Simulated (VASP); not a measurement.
Wanted: the native input for a VASP 6.6.1 run.

```yaml
Task: relaxation of cell and atoms
Functional: PBE
Potentials_or_basis: VASP PAW PBE potentials, release 64 (Zn, O)
Cutoff: 600 eV
k_mesh: 10 × 10 × 10
Occupations: gaussian, width 0.1 eV
Spin: collinear spin
Starting_moments: "[0.0, 0.0, 0.19, 0.19, 0.19] μB"
Dipole_correction: no
Further_INCAR_settings: ALGO = Normal; EDIFF = 1e-06; IBRION = 2; EDIFFG = -0.01; NSW = 100; ISIF = 3
```

The structure of ZnO4 lies in POSCAR:

```
ZnO4
1.0
    3.5939497847      0.0000000000      0.0000000000
    0.0000000000      3.5939497847      0.0000000000
    0.0000000000      0.0000000000      3.5939497847
Zn O
1 4
Direct
    0.5000000000      0.5000000000      0.5000000000
    0.0000000000      0.0000000000      0.0000000000
    0.5000000000      0.0000000000      0.0000000000
    0.0000000000      0.5000000000      0.0000000000
    0.0000000000      0.0000000000      0.5000000000
```

The cell was built from a structure type or drawn by symmetry, and may not be a known phase.

These files were run (other wordings do the same):

INCAR

```
SYSTEM = ZnO4
  PREC = Accurate
  ENCUT = 600
  EDIFF = 1E-6
  ISMEAR = 0
  SIGMA = 0.1
  LREAL = .FALSE.
  LASPH = .TRUE.
  NELM = 150
  ALGO = Normal
  ISIF = 3
  LWAVE = .FALSE.
  LCHARG = .FALSE.
  ISPIN = 2
  MAGMOM = 0 0 0.19 0.19 0.19
  LORBIT = 11
  GGA = PE
  IBRION = 2
  NSW = 100
  EDIFFG = -0.01
```

KPOINTS

```
regular mesh
0
G
  10 10 10
  0 0 0
```

Potentials or basis: VASP PAW PBE potentials, release 64 (Zn, O).

Run with:

```console
$ cat potpaw_PBE.64/Zn/POTCAR potpaw_PBE.64/O/POTCAR > POTCAR
$ mpirun -np 1 vasp_std > vasp.out
```

It gave:

- Relaxed volume: 9.16 Å³/atom
- Relaxed cell: a = 3.578 Å, b = 3.578 Å, c = 3.578 Å, α = 90.00°, β = 90.00°, γ = 90.00°
- Space group after relaxing (to 0.1 Å): Pm-3m (No. 221)
- Energy gained by relaxing: 0.7 meV/atom
- Ionic steps: 3
- Pressure after relaxing: 0.0 GPa
- Band gap on the k mesh: zero (filled and empty bands overlap)
- Net moment: 0.00 μB per cell
- Valence electrons inside the program's atomic spheres: Zn 10.33; O 4.64, 4.76 (each value once)

Run time: 3 min on 1 thread of AMD EPYC 9R45 96-Core Processor (Zen 5), with other jobs on the host, peak memory 0.23 GiB.
